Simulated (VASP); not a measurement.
A run of VASP 6.6.1 is set up as follows.

The input INCAR:

```
ALGO     = Normal         # electronic algorithm
EDIFF    = 1E-6           # SCF threshold, eV
ENCUT    = 520            # plane-wave cutoff, eV
GGA      = PE             # functional
ISIF     = 2              # what is computed and relaxed
ISMEAR   = 0              # smearing method
LASPH    = True           # aspherical terms in the spheres
LCHARG   = False          # write CHGCAR
LREAL    = False          # projectors in reciprocal space
LWAVE    = False          # write WAVECAR
NBANDS   = 8              # bands
NELM     = 100            # most SCF steps
PREC     = Accurate       # precision mode
SIGMA    = 0.1            # smearing width, eV
```

File KPOINTS:

```
k-points
0
Gamma
  26 26 26
```

File POSCAR:

```
Li
1.0
   -1.5397064453      1.5396779586      2.1318731040
    1.5397064453     -1.5396779586      2.1318731040
    1.5397064453      1.5396779586     -2.1318731040
Li
1
Direct
    0.0000000000      0.0000000000      0.0000000000
```

Potentials or basis: VASP PAW PBE potentials, release 64 (Li_sv).

Launch:

```sh
$ cat potpaw_PBE.64/Li_sv/POTCAR > POTCAR
$ mpirun -np 1 vasp_std > vasp.out
```

(1) Predict the band gap on the k mesh.

Answers

(1) zero (an odd number of electrons rules out a gap without spin polarisation).
